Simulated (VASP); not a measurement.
# SrCl2 (P-3m1) in VASP: a series of runs, part 2 of 2

VASP 6.6.1. The steps go on from the part before.

## 3. Single point, HSE06 (biaxial xy strain +4.3%)

POSCAR reads:

```
SrCl2
1.0
    4.5985235080      0.0000000000      0.0000000000
   -2.2992617540      3.9824381778      0.0000000000
    0.0000000000      0.0000000000      5.5960650195
Sr Cl
1 2
Direct
    0.0000000000      0.0000000000      0.0000000000
    0.3333333333      0.6666666667      0.2318369606
    0.6666666667      0.3333333333      0.7681630394
```

INCAR.step1 reads:

```
SYSTEM = SrCl2
PREC = Accurate
ENCUT = 520
EDIFF = 1E-5
ISMEAR = 0
SIGMA = 0.01
LREAL = .FALSE.
LASPH = .TRUE.
NELM = 80
ALGO = Normal
ISIF = 2
LWAVE = .TRUE.
GGA = PE
NBANDS = 19
KPAR = 4
```

INCAR.step2 reads:

```
SYSTEM = SrCl2
PREC = Accurate
ENCUT = 520
EDIFF = 1E-7
ISMEAR = 0
SIGMA = 0.01
LREAL = .FALSE.
LASPH = .TRUE.
NELM = 80
ALGO = Normal
ISIF = 2
LWAVE = .FALSE.
LCHARG = .TRUE.
GGA = PE
LHFCALC = .TRUE.
HFSCREEN = 0.2079
PRECFOCK = Normal
LVHAR = .TRUE.
ISTART = 1
NBANDS = 19
KPAR = 4
```

KPOINTS reads:

```
regular mesh
0
G
  6 6 4
  0 0 0
```

Potentials or basis: VASP PAW PBE potentials, release 64 (Sr_sv, Cl).

Command:

```
> cat potpaw_PBE.64/Sr_sv/POTCAR potpaw_PBE.64/Cl/POTCAR > POTCAR
> cp INCAR.step1 INCAR
> mpirun -np 4 vasp_std > vasp.out
> cp INCAR.step2 INCAR
> mpirun -np 4 vasp_std > vasp.out
```

OUTCAR:

```text
SYSTEM = SrCl2
   PREC = Accurate
   ENCUT = 520
   EDIFF = 1E-7
   ISMEAR = 0
   LREAL = .FALSE.
   LASPH = .TRUE.
   NELM = 80
   ISIF = 2
   GGA = PE
   LHFCALC = .TRUE.
   HFSCREEN = 0.2079
   PRECFOCK = Normal
   ISTART = 1

 ion  position               nearest neighbor table
   1  0.000  0.000  0.000-   2 2.95   3 2.95   2 2.95   3 2.95   3 2.95   2 2.95
   2  0.333  0.667  0.232-   1 2.95   1 2.95   1 2.95
   3  0.667  0.333  0.768-   1 2.95   1 2.95   1 2.95

  LATTYP: Found a hexagonal cell.
 ALAT       =     4.5985235080
 C/A-ratio  =     1.2169264786

  Lattice vectors:

 A1 = (   4.5985235080,   0.0000000000,   0.0000000000)
 A2 = (  -2.2992617540,   3.9824381778,   0.0000000000)
 A3 = (   0.0000000000,   0.0000000000,   5.5960650195)

Analysis of symmetry for initial positions (statically):
=====================================================================
 Subroutine PRICEL returns:
 Original cell was already a primitive cell.

 Routine SETGRP: Setting up the symmetry group for a
 hexagonal supercell.

 Subroutine GETGRP returns: Found 12 space group operations
 (whereof 12 operations were pure point group operations)
 out of a pool of 24 trial point group operations.

The static configuration has the point symmetry D_3d.

Analysis of symmetry for dynamics (positions and initial velocities):
=====================================================================
 Subroutine PRICEL returns:
 Original cell was already a primitive cell.

 Routine SETGRP: Setting up the symmetry group for a
 hexagonal supercell.

 Subroutine GETGRP returns: Found 12 space group operations
 (whereof 12 operations were pure point group operations)
 out of a pool of 24 trial point group operations.

The dynamic configuration has the point symmetry D_3d.

 Subroutine INISYM returns: Found 12 space group operations
 (whereof 12 operations are pure point group operations),
 and found     1 'primitive' translations

----------------------------------------------------------------------------------------

                                     Primitive cell

  volume of cell :     102.4826

  direct lattice vectors                    reciprocal lattice vectors
     4.598523508  0.000000000  0.000000000     0.217461104  0.125551227  0.000000000
    -2.299261754  3.982438178  0.000000000     0.000000000  0.251102454  0.000000000
     0.000000000  0.000000000  5.596065020     0.000000000  0.000000000  0.178696994

  length of vectors
     4.598523508  4.598523508  5.596065020     0.251102454  0.251102454  0.178696994

  position of ions in fractional coordinates (direct lattice)
     0.000000000  0.000000000  0.000000000
     0.333333333  0.666666667  0.231836961
     0.666666667  0.333333333  0.768163039

  ion indices of the primitive-cell ions
   primitive index   ion index
                 1           1
                 2           2
                 3           3

[... 29 lines left out ...]
  0.166667  0.000000  0.000000      6.000000
  0.333333  0.000000  0.000000      6.000000
  0.500000  0.000000  0.000000      3.000000
  0.166667  0.166667  0.000000      6.000000
  0.333333  0.166667  0.000000     12.000000
[... 16 lines left out ...]
  0.333333  0.166667  0.500000     12.000000
  0.333333  0.333333  0.500000      2.000000
   k-points           NKPTS =     24   k-points in BZ     NKDIM =    144   number of bands    NBANDS=     19
   number of dos      NEDOS =    301   number of ions     NIONS =      3
   total plane-waves  NPLWV =  54432
   dimension x,y,z NGX =    36 NGY =   36 NGZ =   42
   dimension x,y,z NGXF=    72 NGYF=   72 NGZF=   84
   ions per type =               1   2
   NGX,Y,Z   is equivalent  to a cutoff of  13.01, 13.01, 12.48 a.u.
   NGXF,Y,Z  is equivalent  to a cutoff of  26.03, 26.03, 24.95 a.u.
 SYSTEM =  SrCl2
   PREC   = accura    normal or accurate (medium, high low for compatibility)
   ISTART =      1    job   : 0-new  1-cont  2-samecut
   ICHARG =      0    charge: 1-file 2-atom 10-const
   ISPIN  =      1    spin polarized calculation?
   LNONCOLLINEAR =      F non collinear calculations
   LSORBIT =      F    spin-orbit coupling
   LASPH  =      T    aspherical Exc in radial PAW
   ENCUT  =  520.0 eV  38.22 Ry    6.18 a.u.   8.55  8.55 10.40*2*pi/ulx,y,z
   NELM   =     80;   NELMIN=  2; NELMDL=  0     # of ELM steps
   EDIFF  = 0.1E-06   stopping-criterion for ELM
   LREAL  =      F    real-space projection
   EDIFFG = 0.1E-05   stopping-criterion for IOM
   NSW    =      0    number of steps for IOM
   IBRION =     -1    ionic relax: 0-MD 1-quasi-New 2-CG
   NFREE  =      0    steps in history (QN), initial steepest desc. (CG)
   ISIF   =      2    stress and relaxation
   ISYM   =      3    0-nonsym 1-usesym 2-fastsym
   POTIM  = 0.5000    time-step for ionic-motion
   TEBEG  =    0.0;   TEEND  =   0.0 temperature during run
   PSTRESS=    0.0 pullay stress
   NELECT =      24.0000    total number of electrons
   NUPDOWN=      -1.0000    fix difference up-down
   EMIN   =  10.00;   EMAX   =-10.00  energy-range for DOS
   EFERMI =   0.00;   METHOD = LEGACY
   ISMEAR =     0;   SIGMA  =   0.01  broadening in eV -4-tet -1-fermi 0-gaus
   EFERMI_NEDOS =   21; number of points for ismear=-14 and -15
   IALGO  =     38    algorithm
   IMIX   =      1    mixing-type and parameters
     AMIX     =   0.40;   BMIX     =  1.00
     AMIX_MAG =   1.60;   BMIX_MAG =  1.00
  volume/ion in A,a.u.               =      34.16       230.53
  Fermi-wavevector in a.u.,A,eV,Ry     =   1.009087  1.906897 13.854215  1.018256
  Thomas-Fermi vector in A             =   2.141994
   LORBIT       =      0    0 simple, 1 ext, 2 COOP (PROOUT), +10 PAW based schemes
   GGA     = PE    functional components
   LHFCALC =     T    Hartree Fock is set to
   PRECFOCK=normal    Normal, Fast or Accurate (Low or Medium for compatibility)
   ENCUT4O =  -1.0   cutoff for four orbital integrals eV
   NKREDX  =     1    reduce k-point grid by
   NKREDY  =     1    reduce k-point grid by
   NKREDZ  =     1    reduce k-point grid by
   AEXX    =    0.2500 exact exchange contribution
   HFSCREEN=    0.2079 screening length (either q_TF or 0.3 A-1)
   HFSCREENC=   0.2079 screening length for correlation (either q_TF or 0.3 A-1)
   ENCUTFOCK=  -1.0 apply spherical cutoff to Coloumb kernel
   IVDW    =     0    specifies the selected vdW correction
   LEPSILON=     F    determine dielectric tensor
   LRPA    =     F    only Hartree local field effects (RPA)
 non-spin polarized calculation
 Gauss-broadening in eV      SIGMA  =   0.01
  energy-cutoff  :      520.00
  volume of cell :      102.48
 maximum number of plane-waves:      2787
 NGX is ok and might be reduce to    36
  NGX = 28; NGY = 28; NGZ = 32

 number of electron      24.0000002 magnetization

 Free energy of the ion-electron system (eV)
  ---------------------------------------------------
  ext. energy  EPLUGINS =         0.00000000
  ---------------------------------------------------
  free energy    TOTEN  =       -14.59269313 eV

  energy without entropy =      -14.59269313  energy(sigma->0) =      -14.59269313

 E-fermi :  -2.0235     XC(G=0):  -6.2190

 val. band max:       -2.1326966170   @ k =   0.0000   0.0000   0.0000
 cond. band min:       3.9979156581   @ k =   0.0000   0.0000   0.0000
 fundamental gap:      6.1306122751
 Fermi energy:        -2.0234564360

 k-point     1 :       0.0000    0.0000    0.0000
  band No.  band energies     occupation
      1     -37.0970      2.00000
      2     -18.0466      2.00000
      3     -17.7766      2.00000
      4     -17.7766      2.00000
      5     -16.1306      2.00000
      6     -15.4714      2.00000
[... 505 lines left out ...]
      6     -15.6199      2.00000
[... 11 lines left out ...]
     18       7.6972      0.00000
     19       8.9151      0.00000

------------------------ aborting loop because EDIFF is reached ----------------------------------------

  FORCE on cell =-STRESS in cart. coord.  units (eV):
  Direction    XX          YY          ZZ          XY          YZ          ZX
  --------------------------------------------------------------------------------------
  -------------------------------------------------------------------------------------
  Total       -0.9332633     -0.9332633      0.2305375      0.0000000      0.0000000      0.0000000
  in kB      -14.5903118    -14.5903118      3.6041427      0.0000000      0.0000000      0.0000000
  external PRESSURE =      -8.5254936 kB  Pullay stress =       0.0000000 kB

 VOLUME and BASIS-vectors are now :
 -----------------------------------------------------------------------------
  energy-cutoff  :      520.00
  volume of cell :      102.48
      direct lattice vectors                 reciprocal lattice vectors
     4.598523508  0.000000000  0.000000000     0.217461104  0.125551227  0.000000000
    -2.299261754  3.982438178  0.000000000     0.000000000  0.251102454  0.000000000
     0.000000000  0.000000000  5.596065020     0.000000000  0.000000000  0.178696994

 POSITION                                       TOTAL-FORCE (eV/Angst)
 -----------------------------------------------------------------------------------
      0.00000      0.00000      0.00000         0.000000      0.000000      0.000000
     -0.00000      2.65496      1.29737        -0.000000     -0.000000     -0.026581
      2.29926      1.32748      4.29869        -0.000000      0.000000      0.026581
 -----------------------------------------------------------------------------------
    total drift:                                0.000000     -0.000000     -0.000002

  FREE ENERGIE OF THE ION-ELECTRON SYSTEM (eV)
  ---------------------------------------------------
  free  energy   TOTEN  =       -14.5926931327 eV

  energy  without entropy=      -14.5926931327  energy(sigma->0) =      -14.59269313
```

Wall time 15 min (4 MPI ranks of Intel Xeon 6975P-C (Granite Rapids), shared host); peak memory 0.38 GiB.

What came out:

| Item | Value |
| --- | --- |
| Free energy | -14.5927 eV |
| Pressure | -0.9 GPa |
| Largest force | 0.027 eV/Å |
| Band gap on the k mesh | 6.13 eV |

Forces in eV/Å, atoms in the order of the input:
```
Sr   0.000  0.000  0.000
Cl   0.000  0.000 -0.027
Cl   0.000  0.000  0.027
```

Caveat: the cell differs from its parent crystal (biaxial xy strain +4.3%); the PAW data sets were made with another functional, which shifts forces and pressure a little.
